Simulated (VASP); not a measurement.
Input of a VASP 6.6.1 run:

The input POSCAR:

```
Ti
1.0
    4.4538211635      0.0000000000      0.0000000000
   -2.2269105818      3.8571222715      0.0000000000
    0.0000000000      0.0000000000      2.9657910836
Ti
3
Direct
    0.0000000000      0.0000000000      0.0000000000
    0.3333333333      0.6666666667      0.5000000000
    0.6666666667      0.3333333333      0.5000000000
```

File INCAR.step1:

```
PREC = Accurate
ENCUT = 520
ISMEAR = 0
SIGMA = 0.15
LREAL = False
LASPH = True
NELM = 60
NBANDS = 25
GGA = PE
ALGO = Normal
EDIFF = 1E-4
LWAVE = True
LCHARG = False
```

INCAR.step2

```
PREC = Accurate
ENCUT = 520
EDIFF = 1E-6
ISMEAR = 0
SIGMA = 0.15
LREAL = False
LASPH = True
NELM = 60
ALGO = Normal
ISIF = 2
LWAVE = False
LCHARG = False
METAGGA = R2SCAN
LMIXTAU = True
NBANDS = 25
ISTART = 1
```

KPOINTS

```
regular mesh
0
Gamma
  12 12 16
```

Potentials or basis: VASP PAW PBE potentials, release 64 (Ti_sv).

The run is started by

```sh
$ cat potpaw_PBE.64/Ti_sv/POTCAR > POTCAR
$ cp INCAR.step1 INCAR
$ mpirun -np 1 vasp_std > vasp.out
$ cp INCAR.step2 INCAR
$ mpirun -np 1 vasp_std > vasp.out
```

Problem. Estimate the band gap on the k mesh.

Solution. Zero (bands 18 and 19 overlap by 0.57 eV).

Problem. Predict the pressure.

Solution. 0.4 GPa.

Stress tensor (GPa, compression positive):
```
 5.10  0.00  0.00
 0.00  5.10  0.00
 0.00  0.00 -8.87
```

Caveat: the cell differs from its parent crystal (strain -0.025 along x and y, +0.050 along z); the PAW data sets were made with another functional, which shifts forces and pressure a little.
